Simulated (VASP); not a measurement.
# Al (P6_3/mmc) in VASP: a series of runs, part 2 of 2

VASP 6.6.1. Earlier steps stand in the parts before.

### Step 4. Single point, PBE+D3(BJ)

This run uses another cell than the first one, of 19.11 Å³/atom.

File INCAR:

```
SYSTEM = Al
PREC = Accurate
ENCUT = 520
EDIFF = 1E-6
ISMEAR = 0
SIGMA = 0.15
LREAL = .FALSE.
LASPH = .TRUE.
NELM = 80
ALGO = Normal
ISIF = 2
LWAVE = .FALSE.
LCHARG = .FALSE.
GGA = PE
IVDW = 12
NBANDS = 14
```

File KPOINTS:

```
Automatic mesh
0
G
  18 18 4
  0 0 0
```

File POSCAR:

```
Al
1.0
    2.8538000000      0.0000000000      0.0000000000
   -1.4269000000      2.4714632973      0.0000000000
    0.0000000000      0.0000000000     10.8379000000
Al
4
Direct
    0.0000000000      0.0000000000      0.0000000000
    0.3333333333      0.6666666667      0.2500000000
    0.0000000000      0.0000000000      0.5000000000
    0.6666666667      0.3333333333      0.7500000000
```

Potentials or basis: VASP PAW PBE potentials, release 64 (Al).

Run with:

```bash
cat potpaw_PBE.64/Al/POTCAR > POTCAR
mpirun -np 1 vasp_std > vasp.out
```

OUTCAR:

```text
SYSTEM = Al
   PREC = Accurate
   ENCUT = 520
   EDIFF = 1E-6
   ISMEAR = 0
   LREAL = .FALSE.
   LASPH = .TRUE.
   NELM = 80
   ISIF = 2
   GGA = PE
   IVDW = 12
 IVDW          = 12

 ion  position               nearest neighbor table
   1  0.000  0.000  0.000-   2 3.17   4 3.17   2 3.17   4 3.17   4 3.17   2 3.17
   2  0.333  0.667  0.250-   1 3.17   3 3.17   1 3.17   3 3.17   1 3.17   3 3.17
   3  0.000  0.000  0.500-   2 3.17   4 3.17   2 3.17   4 3.17   4 3.17   2 3.17
   4  0.667  0.333  0.750-   1 3.17   3 3.17   1 3.17   3 3.17   1 3.17   3 3.17

  LATTYP: Found a hexagonal cell.
 ALAT       =     2.8538000000
 C/A-ratio  =     3.7977083187

  Lattice vectors:

 A1 = (   2.8538000000,   0.0000000000,   0.0000000000)
 A2 = (  -1.4269000000,   2.4714632973,   0.0000000000)
 A3 = (   0.0000000000,   0.0000000000,  10.8379000000)

Analysis of symmetry for initial positions (statically):
=====================================================================
 Subroutine PRICEL returns:
 Original cell was already a primitive cell.

 Routine SETGRP: Setting up the symmetry group for a
 hexagonal supercell.

 Subroutine GETGRP returns: Found 24 space group operations
 (whereof 12 operations were pure point group operations)
 out of a pool of 24 trial point group operations.

The static configuration has the point symmetry D_3d.
 The point group associated with its full space group is D_6h.

Analysis of symmetry for dynamics (positions and initial velocities):
=====================================================================
 Subroutine PRICEL returns:
 Original cell was already a primitive cell.

 Routine SETGRP: Setting up the symmetry group for a
 hexagonal supercell.

 Subroutine GETGRP returns: Found 24 space group operations
 (whereof 12 operations were pure point group operations)
 out of a pool of 24 trial point group operations.

The dynamic configuration has the point symmetry D_3d.
 The point group associated with its full space group is D_6h.

 Subroutine INISYM returns: Found 24 space group operations
 (whereof 12 operations are pure point group operations),
 and found     1 'primitive' translations

----------------------------------------------------------------------------------------

                                     Primitive cell

  volume of cell :      76.4404

  direct lattice vectors                    reciprocal lattice vectors
     2.853800000  0.000000000  0.000000000     0.350409980  0.202309296  0.000000000
    -1.426900000  2.471463297  0.000000000     0.000000000  0.404618592  0.000000000
     0.000000000  0.000000000 10.837900000     0.000000000  0.000000000  0.092268797

  length of vectors
     2.853800000  2.853800000 10.837900000     0.404618592  0.404618592  0.092268797

  position of ions in fractional coordinates (direct lattice)
     0.000000000  0.000000000  0.000000000
     0.333333333  0.666666667  0.250000000
     0.000000000  0.000000000  0.500000000
     0.666666667  0.333333333  0.750000000

  ion indices of the primitive-cell ions
[... 58 lines left out ...]
 [... further k-points ...]
   k-points           NKPTS =    111   k-points in BZ     NKDIM =    111   number of bands    NBANDS=     14
   number of dos      NEDOS =    301   number of ions     NIONS =      4
   total plane-waves  NPLWV =  48384
   dimension x,y,z NGX =    24 NGY =   24 NGZ =   84
   dimension x,y,z NGXF=    48 NGYF=   48 NGZF=  168
   ions per type =               4
   NGX,Y,Z   is equivalent  to a cutoff of  13.98, 13.98, 12.89 a.u.
   NGXF,Y,Z  is equivalent  to a cutoff of  27.96, 27.96, 25.77 a.u.
 SYSTEM =  Al
   PREC   = accura    normal or accurate (medium, high low for compatibility)
   ISTART =      0    job   : 0-new  1-cont  2-samecut
   ICHARG =      2    charge: 1-file 2-atom 10-const
   ISPIN  =      1    spin polarized calculation?
   LNONCOLLINEAR =      F non collinear calculations
   LSORBIT =      F    spin-orbit coupling
   LASPH  =      T    aspherical Exc in radial PAW
   ENCUT  =  520.0 eV  38.22 Ry    6.18 a.u.   5.31  5.31 20.15*2*pi/ulx,y,z
   NELM   =     80;   NELMIN=  2; NELMDL= -5     # of ELM steps
   EDIFF  = 0.1E-05   stopping-criterion for ELM
   LREAL  =      F    real-space projection
   EDIFFG = 0.1E-04   stopping-criterion for IOM
   NSW    =      0    number of steps for IOM
   IBRION =     -1    ionic relax: 0-MD 1-quasi-New 2-CG
   NFREE  =      0    steps in history (QN), initial steepest desc. (CG)
   ISIF   =      2    stress and relaxation
   ISYM   =      2    0-nonsym 1-usesym 2-fastsym
   POTIM  = 0.5000    time-step for ionic-motion
   TEBEG  =    0.0;   TEEND  =   0.0 temperature during run
   PSTRESS=    0.0 pullay stress
   NELECT =      12.0000    total number of electrons
   NUPDOWN=      -1.0000    fix difference up-down
   EMIN   =  10.00;   EMAX   =-10.00  energy-range for DOS
   EFERMI =   0.00;   METHOD = LEGACY
   ISMEAR =     0;   SIGMA  =   0.15  broadening in eV -4-tet -1-fermi 0-gaus
   EFERMI_NEDOS =   21; number of points for ismear=-14 and -15
   IALGO  =     38    algorithm
   IMIX   =      4    mixing-type and parameters
     AMIX     =   0.40;   BMIX     =  1.00
     AMIX_MAG =   1.60;   BMIX_MAG =  1.00
  volume/ion in A,a.u.               =      19.11       128.96
  Fermi-wavevector in a.u.,A,eV,Ry     =   0.883136  1.668885 10.611583  0.779929
  Thomas-Fermi vector in A             =   2.003862
   LORBIT       =      0    0 simple, 1 ext, 2 COOP (PROOUT), +10 PAW based schemes
   GGA     = PE    functional components
   LHFCALC =     F    Hartree Fock is set to
   AEXX    =    0.0000 exact exchange contribution
   IVDW    =    12    specifies the selected vdW correction
   LEPSILON=     F    determine dielectric tensor
   LRPA    =     F    only Hartree local field effects (RPA)
 non-spin polarized calculation
 Gauss-broadening in eV      SIGMA  =   0.15
  energy-cutoff  :      520.00
  volume of cell :       76.44
 maximum number of plane-waves:      2088
 NGX is ok and might be reduce to    24
   NGX = 11   NGY = 11   NGZ = 41

 number of electron      12.0000000 magnetization

 Free energy of the ion-electron system (eV)
  ---------------------------------------------------
  ext. energy  EPLUGINS =         0.00000000
  ---------------------------------------------------
  free energy    TOTEN  =       -14.56142774 eV

  energy without entropy =      -14.54172550  energy(sigma->0) =      -14.55157662

 E-fermi :   6.4931     XC(G=0):  -9.6611

 val. band max:        6.4903625483   @ k =   0.2778   0.1667   0.0000
 cond. band min:       6.5107008192   @ k =   0.3333   0.0000   0.5000
 fundamental gap:      0.0203382708
 Fermi energy:         6.4930614558

 k-point     1 :       0.0000    0.0000    0.0000
  band No.  band energies     occupation
      1      -3.6370      2.00000
      2      -2.4035      2.00000
      3      -2.3945      2.00000
      4       0.7030      2.00000
      5       1.9909      2.00000
      6       7.3788      0.00000
      7       7.3826      0.00000
      8      15.0786      0.00000
      9      15.4148      0.00000
     10      18.2833      0.00000
     11      18.2833      0.00000
     12      18.4108      0.00000
     13      18.4108      0.00000
     14      19.2067      0.00000
[... 377 lines left out ...]
      1       1.2930      2.00000
      2       2.4813      2.00000
      3       2.4857      2.00000
      4       3.8368      2.00000
      5       5.0024      2.00000
      6       5.0670      2.00000
      7       5.7349      2.00000
      8       6.7644      0.01053
      9       8.0575      0.00000
     10       9.2974      0.00000
     11      10.2655      0.00000
     12      11.1876      0.00000
     13      11.4589      0.00000
     14      12.0968      0.00000

 [... further k-points ...]

------------------------ aborting loop because EDIFF is reached ----------------------------------------

 Edisp (eV)   -1.15834

 E8    (eV) :    -0.5180

  FORCE on cell =-STRESS in cart. coord.  units (eV):
  Direction    XX          YY          ZZ          XY          YZ          ZX
  --------------------------------------------------------------------------------------
  -------------------------------------------------------------------------------------
  Total      -3.54128    -3.54128    -5.66705     0.00000    -0.00000    -0.00000
  in kB     -74.22465   -74.22465  -118.78031     0.00000    -0.00000    -0.00000
  external pressure =      -89.08 kB  Pullay stress =        0.00 kB

 VOLUME and BASIS-vectors are now :
 -----------------------------------------------------------------------------
  energy-cutoff  :      520.00
  volume of cell :       76.44
      direct lattice vectors                 reciprocal lattice vectors
     2.853800000  0.000000000  0.000000000     0.350409980  0.202309296  0.000000000
    -1.426900000  2.471463297  0.000000000     0.000000000  0.404618592  0.000000000
     0.000000000  0.000000000 10.837900000     0.000000000  0.000000000  0.092268797

 POSITION                                       TOTAL-FORCE (eV/Angst)
 -----------------------------------------------------------------------------------
      0.00000      0.00000      0.00000        -0.000000     -0.000000      0.000000
     -0.00000      1.64764      2.70947        -0.000000      0.000000     -0.000000
      0.00000      0.00000      5.41895         0.000000     -0.000000      0.000000
      1.42690      0.82382      8.12843         0.000000     -0.000000      0.000000
 -----------------------------------------------------------------------------------
    total drift:                               -0.000000      0.000000      0.000000

  FREE ENERGIE OF THE ION-ELECTRON SYSTEM (eV)
  ---------------------------------------------------
  free  energy   TOTEN  =       -15.7197639013 eV

  energy  without entropy=      -15.7000616630  energy(sigma->0) =      -15.70991278
```

OSZICAR:

```text
N       E                     dE             d eps       ncg     rms          rms(c)
DAV:   1     0.511513984301E+01    0.51151E+01   -0.39904E+03  3108   0.645E+02
DAV:   2    -0.139830173331E+02   -0.19098E+02   -0.17598E+02  4022   0.831E+01
DAV:   3    -0.146461671374E+02   -0.66315E+00   -0.65112E+00  4200   0.125E+01
DAV:   4    -0.146517711270E+02   -0.56040E-02   -0.56018E-02  3702   0.144E+00
DAV:   5    -0.146518406391E+02   -0.69512E-04   -0.69512E-04  4210   0.166E-01    0.230E+00
DAV:   6    -0.145984524910E+02    0.53388E-01   -0.87950E-03  3664   0.512E-01    0.135E+00
DAV:   7    -0.145617892409E+02    0.36663E-01   -0.21775E-02  3758   0.775E-01    0.204E-01
DAV:   8    -0.145614479887E+02    0.34125E-03   -0.50226E-04  4068   0.125E-01    0.298E-02
DAV:   9    -0.145614274785E+02    0.20510E-04   -0.22410E-05  4008   0.233E-02    0.684E-03
DAV:  10    -0.145614277365E+02   -0.25807E-06   -0.83150E-07  2870   0.615E-03
   1 F= -.15719764E+02 E0= -.15709913E+02  d E =-.197022E-01
```

Wall time 1.8 min (1 thread of Intel Xeon 8259CL, shared host); peak memory 0.26 GiB.

What came out:

* Free energy: -15.7198 eV
* Pressure: -8.9 GPa
* Band gap on the k mesh: zero (bands 6 and 7 overlap by 3.73 eV)
* Dispersion energy per atom: -0.290 eV

Levels at points of the mesh, in eV from the Fermi level:
| k point | band 3 | band 4 | band 5 | band 6 | band 7 | band 8 | band 9 | band 10 |
| --- | --- | --- | --- | --- | --- | --- | --- | --- |
| (0.00, 0.00, 0.00) | -8.89 | -5.79 | -4.50 | 0.89 | 0.89 | 8.59 | 8.92 | 11.79 |
| (0.50, 0.00, 0.00) | -3.23 | -3.21 | -2.77 | -2.74 | -0.05 | 0.27 | 1.04 | 1.48 |
| (0.00, 0.00, 0.50) | -7.38 | -7.38 | -2.34 | -2.34 | 4.63 | 4.63 | 12.02 | 12.02 |
| (0.50, 0.00, 0.50) | -3.88 | -3.88 | -1.73 | -1.73 | -1.23 | -1.23 | 3.09 | 3.09 |

Caveat: the cell stands under tension.

### Step 5. The runs side by side

| cell | gap on the mesh (eV) | pressure (GPa) |
| --- | --- | --- |
| a = 3.011, b = 3.011, c = 9.640 Å, angles 90.0, 90.0, 120.0°, 4 atoms | none | -10.0 |
| a = 2.893, b = 2.893, c = 10.439 Å, angles 90.0, 90.0, 120.0°, 4 atoms | none | -9.4 |
| a = 2.854, b = 2.854, c = 10.838 Å, angles 90.0, 90.0, 120.0°, 4 atoms | none | -8.9 |

Alike in all rows: task single point; level PBE+D3(BJ); potentials or basis VASP PAW PBE potentials, release 64 (Al); no spin polarisation; k mesh 18 × 18 × 4; cutoff (eV) 520; smearing gaussian 0.15 eV.

Caveats: the cell stands under tension.

Total energies depend on the potentials used, so only differences within one code and one set of settings carry meaning.

The gap in the log of VASP goes by the Fermi energy; the results here count the filled bands.